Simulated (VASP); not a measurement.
# Bi (C2/c) in VASP: a series of runs, part 2 of 2

VASP 6.6.1. The steps go on from the part before.

## (3) Single point, PBE (volume scaled by 1.04)

Input file INCAR:

```
SYSTEM = Bi
PREC = Accurate ; ENCUT = 520
EDIFF = 1E-6 ; ISMEAR = -1
SIGMA = 0.1 ; LREAL = .False.
LASPH = .True. ; NELM = 60
ALGO = Normal ; ISIF = 2
LWAVE = .False. ; LCHARG = .False.
GGA = PE ; NBANDS = 22
```

Input file KPOINTS:

```
Automatic mesh
0
Gamma
  12 12 8
  0 0 0
```

Input file POSCAR:

```
Bi
1.0
   -3.2093687975      3.2441470105      1.7119321920
    3.2441470105     -3.2093687975      1.7119321920
    3.1864103019      3.1864103019     -1.6482358312
Bi
2
Direct
    0.0001780374      0.9998219626      1.0000000000
    0.7498219626      0.2501780374      0.5000000000
```

Potentials or basis: VASP PAW PBE potentials, release 64 (Bi_d).

Command:

```sh
> cat potpaw_PBE.64/Bi_d/POTCAR > POTCAR
> mpirun -np 1 vasp_std > vasp.out
```

OUTCAR:

```text
SYSTEM = Bi
   PREC = Accurate
   ENCUT = 520
   EDIFF = 1E-6
   ISMEAR = -1
   LREAL = .False.
   LASPH = .True.
   NELM = 60
   ISIF = 2
   GGA = PE

 ion  position               nearest neighbor table
   1  0.000  1.000  0.000-   2 3.31   2 3.31   2 3.34   2 3.34
   2  0.750  0.250  0.500-   1 3.31   1 3.31   1 3.34   1 3.34

  LATTYP: Found a base centered monoclinic cell.
 ALAT       =     3.4242176286
 B/A-ratio  =     2.6653240449
 C/A-ratio  =     1.4012659385
 COS(beta)  =    -0.3299835206

  Lattice vectors:

 A1 = (  -3.2093687975,   3.2441470105,   1.7119321920)
 A2 = (   3.2441470105,  -3.2093687975,   1.7119321920)
 A3 = (   3.1864103019,   3.1864103019,  -1.6482358312)

Analysis of symmetry for initial positions (statically):
=====================================================================
 Subroutine PRICEL returns:
 Original cell was already a primitive cell.

 Routine SETGRP: Setting up the symmetry group for a
 base centered monoclinic supercell.

[... 161 lines left out ...]
  ext. energy  EPLUGINS =         0.00000000
  ---------------------------------------------------
  free energy    TOTEN  =        -7.68726348 eV

  energy without entropy =       -7.64610112  energy(sigma->0) =       -7.66668230

 E-fermi :   6.3161     XC(G=0):  -9.6038

 val. band max:        6.3103235574   @ k =  -0.0833  -0.0000   0.3750
 cond. band min:       6.3184197664   @ k =  -0.3333  -0.3333   0.3750
 fundamental gap:      0.0080962090
 Fermi energy:         6.3160509367

 k-point     1 :       0.0000    0.0000    0.0000
  band No.  band energies     occupation
      1     -16.6123      2.00000
      2     -16.5759      2.00000
      3     -16.5344      2.00000
      4     -16.5252      2.00000
      5     -16.4327      2.00000
      6     -16.4320      2.00000
[... 589 lines left out ...]
     21      13.7364      0.00000
     22      16.1291      0.00000

 [... further k-points ...]

------------------------ aborting loop because EDIFF is reached ----------------------------------------

  FORCE on cell =-STRESS in cart. coord.  units (eV):
  Direction    XX          YY          ZZ          XY          YZ          ZX
  --------------------------------------------------------------------------------------
  -------------------------------------------------------------------------------------
  Total       -0.7573285     -0.7573285     -0.7591815      0.0689375     -0.0569610     -0.0569610
  in kB      -17.1436915    -17.1436915    -17.1856374      1.5605431     -1.2894304     -1.2894300
  external PRESSURE =     -17.1576735 kB  Pullay stress =       0.0000000 kB

 VOLUME and BASIS-vectors are now :
 -----------------------------------------------------------------------------
  energy-cutoff  :      520.00
  volume of cell :       70.78
      direct lattice vectors                 reciprocal lattice vectors
    -3.209368797  3.244147010  1.711932192    -0.002332994  0.152621302  0.290541076
     3.244147010 -3.209368797  1.711932192     0.152621302 -0.002332994  0.290541076
     3.186410302  3.186410302 -1.648235831     0.156096225  0.156096225 -0.003171123

 POSITION                                       TOTAL-FORCE (eV/Angst)
 -----------------------------------------------------------------------------------
      3.24300     -3.20822      1.71193         0.003446     -0.003446     -0.000000
     -0.00164      3.22282      0.88781        -0.003446      0.003446      0.000000
 -----------------------------------------------------------------------------------
    total drift:                               -0.000000     -0.000000      0.000000

  FREE ENERGIE OF THE ION-ELECTRON SYSTEM (eV)
  ---------------------------------------------------
  free  energy   TOTEN  =        -7.6872634806 eV

  energy  without entropy=       -7.6461011196  energy(sigma->0) =       -7.66668230
```

It took 5.9 min on 1 thread of AMD EPYC 7R13 (Zen 3), shared host; peak memory 0.46 GiB.

What came out:

| Quantity | Value |
| --- | --- |
| Free energy | -7.6873 eV |
| Pressure | -1.7 GPa |
| Largest force | 0.005 eV/Å |
| Band gap on the k mesh | zero (band 15 reaches 9.55 eV, above the bottom of band 16 at 4.53 eV) |

Forces in eV/Å, atoms in the order of the input:
```
Bi   0.003 -0.003  0.000
Bi  -0.003  0.003  0.000
```

Levels at points of the mesh, in eV from the Fermi level:
```csv
k point,band 13,band 14,band 15,band 16,band 17,band 18
"(0.00, 0.00, 0.00)",-2.82,-2.74,2.91,3.28,3.31,3.95
"(0.50, 0.00, 0.00)",-3.89,-2.58,-1.91,0.82,1.70,1.74
"(0.50, 0.50, 0.00)",-0.89,-0.86,-0.72,-0.70,3.46,3.89
"(0.00, 0.00, 0.50)",-0.93,-0.93,-0.76,-0.76,3.66,3.66
"(0.50, 0.00, 0.50)",-3.88,-2.62,-2.03,0.51,1.61,1.85
"(0.50, 0.50, 0.50)",-4.69,-4.69,3.16,3.16,5.18,5.18
```

Caveat: spin-orbit coupling is left out, which moves the levels of the heavy elements.

## (4) Single point, PBE (volume scaled by 1.08)

Input file INCAR:

```
SYSTEM = Bi
PREC = Accurate
ENCUT = 520
EDIFF = 1E-6
ISMEAR = -1
SIGMA = 0.1
LREAL = .False.
LASPH = .True.
NELM = 100
ALGO = Normal
ISIF = 2
LWAVE = .False.
LCHARG = .True.
GGA = PE
LELF = .True.
LVHAR = .True.
NBANDS = 22
```

Input file KPOINTS:

```
regular mesh
0
Gamma
  12 12 8
  0 0 0
```

Input file POSCAR:

```
Bi
1.0
   -3.2499980321      3.2852165224      1.7336045205
    3.2852165224     -3.2499980321      1.7336045205
    3.2267488918      3.2267488918     -1.6691017910
Bi
2
Direct
    0.0001780374      0.9998219626      1.0000000000
    0.7498219626      0.2501780374      0.5000000000
```

Command:

```sh
> cat potpaw_PBE.64/Bi_d/POTCAR > POTCAR
> mpirun -np 1 vasp_std > vasp.out
```

Run time: 12 min. Hardware: 1 thread of AMD EPYC 7R13 (Zen 3), shared host; peak memory 0.49 GiB.

The run converged. Its results:

```
Free energy            : -7.6472 eV
Pressure               : -3.1 GPa
Largest force          : 0.012 eV/Å
Band gap on the k mesh : zero (band 15 reaches 9.01 eV, above the bottom of band 16 at 4.19 eV)
```

Forces in eV/Å, atoms in the order of the input:
```
Bi   0.008 -0.008  0.000
Bi  -0.008  0.008  0.000
```

Stress tensor (GPa, compression positive):
```
-3.09  0.14 -0.12
 0.14 -3.09 -0.12
-0.12 -0.12 -3.10
```

Levels at points of the mesh, in eV from the Fermi level:
```tsv
k point	band 12	band 13	band 14	band 15	band 16	band 17	band 18	band 19
(0.00, 0.00, 0.00)	-9.20	-2.68	-2.61	2.99	3.16	3.19	3.78	3.82
(0.50, 0.00, 0.00)	-9.15	-3.73	-2.46	-1.82	0.80	1.65	1.73	5.73
(0.50, 0.50, 0.00)	-11.23	-0.88	-0.85	-0.67	-0.66	3.34	3.75	7.58
(0.00, 0.00, 0.50)	-11.23	-0.92	-0.92	-0.71	-0.71	3.53	3.53	7.80
(0.50, 0.00, 0.50)	-9.21	-3.71	-2.50	-1.93	0.49	1.64	1.76	5.66
(0.50, 0.50, 0.50)	-10.89	-4.47	-4.47	3.06	3.06	4.94	4.94	8.91
```

Caveat: spin-orbit coupling is left out, which moves the levels of the heavy elements.

## (5) Overview

```tsv
cell	gap on the mesh (eV)	pressure (GPa)	largest force (eV/Å)
a = 4.996, b = 4.996, c = 4.918 Å, angles 96.7, 96.7, 138.9°, 2 atoms	none	-4.2	0.02
a = 4.874, b = 4.874, c = 4.798 Å, angles 96.7, 96.7, 138.9°, 2 atoms	none	-1.7	-
a = 4.936, b = 4.936, c = 4.859 Å, angles 96.7, 96.7, 138.9°, 2 atoms	none	-3.1	0.01
```

Alike in all rows: task single point; level PBE; potentials or basis VASP PAW PBE potentials, release 64 (Bi_d); no spin polarisation; k mesh 12 × 12 × 8; cutoff (eV) 520; smearing fermi-dirac 0.1 eV.

Caveats: spin-orbit coupling is left out, which moves the levels of the heavy elements.

Total energies depend on the potentials used, so only differences within one code and one set of settings carry meaning.
